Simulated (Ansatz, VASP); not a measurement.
LiCl: VASP beside Ansatz

POSCAR

```
LiCl
1.0
    4.2230531480      0.0000000000      0.0000000000
   -2.1115265740      3.6572713077      0.0000000000
    0.0000000000      0.0000000000      5.3094642403
Li Cl
2 2
Direct
    0.3333333333      0.6666666667      0.2500000000
    0.6666666667      0.3333333333      0.7500000000
    0.6666666667      0.3333333333      0.2500000000
    0.3333333333      0.6666666667      0.7500000000
```

Contents of INCAR.step1:

```
ALGO     = Normal         # electronic algorithm
EDIFF    = 1E-5           # SCF threshold, eV
ENCUT    = 520            # plane-wave cutoff, eV
GGA      = PE             # functional
ISIF     = 2              # what is computed and relaxed
ISMEAR   = 0              # smearing method
LASPH    = T              # aspherical terms in the spheres
LCHARG   = F              # write CHGCAR
LREAL    = F              # projectors in reciprocal space
LWAVE    = T              # write WAVECAR
NBANDS   = 18             # bands
NELM     = 100            # most SCF steps
PREC     = Accurate       # precision mode
SIGMA    = 0.01           # smearing width, eV
```

Contents of INCAR.step2:

```
ALGO     = Normal         # electronic algorithm
EDIFF    = 1E-6           # SCF threshold, eV
ENCUT    = 520            # plane-wave cutoff, eV
GGA      = PE             # functional
HFSCREEN = 0.2079         # screening, 1/A
ISIF     = 2              # what is computed and relaxed
ISMEAR   = 0              # smearing method
ISTART   = 1            
LASPH    = T              # aspherical terms in the spheres
LCHARG   = F              # write CHGCAR
LHFCALC  = T              # exact exchange
LREAL    = F              # projectors in reciprocal space
LWAVE    = F              # write WAVECAR
NBANDS   = 18             # bands
NELM     = 100            # most SCF steps
PREC     = Accurate       # precision mode
PRECFOCK = Normal       
SIGMA    = 0.01           # smearing width, eV
```

File KPOINTS:

```
k-points
0
Gamma
  6 6 4
```

Input for Ansatz:

```yaml
crystal:
  lattice:
    - [4.223053148, 0.0, 0.0]
    - [-2.111526574, 3.6572713077, 0.0]
    - [0.0, 0.0, 5.3094642403]
  atoms:
    - { symbol: Li, position: [0.3333333333, 0.6666666667, 0.25] }
    - { symbol: Li, position: [0.6666666667, 0.3333333333, 0.75] }
    - { symbol: Cl, position: [0.6666666667, 0.3333333333, 0.25] }
    - { symbol: Cl, position: [0.3333333333, 0.6666666667, 0.75] }
kpoints:
  mp_grid: { grid: [6, 6, 4] }
  band_path:
    path:
      - [0.0, 0.0, 0.0]
      - [0.5, 0.0, 0.0]
      - [0.3333333333, 0.3333333333, 0.0]
      - [0.0, 0.0, 0.5]
      - [0.5, 0.0, 0.5]
      - [0.3333333333, 0.3333333333, 0.5]
    npoints: 1
hamiltonian:
  xc: hse06
scf:
  occupations: { method: fixed }
  n_extra_bands: 5
output:
  forces: true
  stress: true
  eigenvalues: true
```

Change from the starting cell: hydrostatic strain +1.5%.

Alike in both runs: task single point; functional HSE06; k mesh 6 × 6 × 4; no spin polarisation.

|  | VASP | Ansatz |
| --- | --- | --- |
| version | VASP 6.6.1 | Ansatz 0.2.0 |
| potentials or method | VASP PAW PBE potentials, release 64 (Li_sv, Cl) | plane waves, PAW |
| plane-wave cutoff (eV) | 520 | 420 |
| occupations | gaussian, width 0.01 eV | fixed |
| valence electrons in the cell | 20 | 20 |

```tsv
	VASP	Ansatz	Ansatz less VASP
gap on the k mesh at the Fermi level (eV)	6.81	6.81	-0.002
```

Ansatz's warnings: stress exchange threshold loose, stress scf threshold loose.

Noted on VASP's run: the cutoff is short for stress, so the pressure is rough.
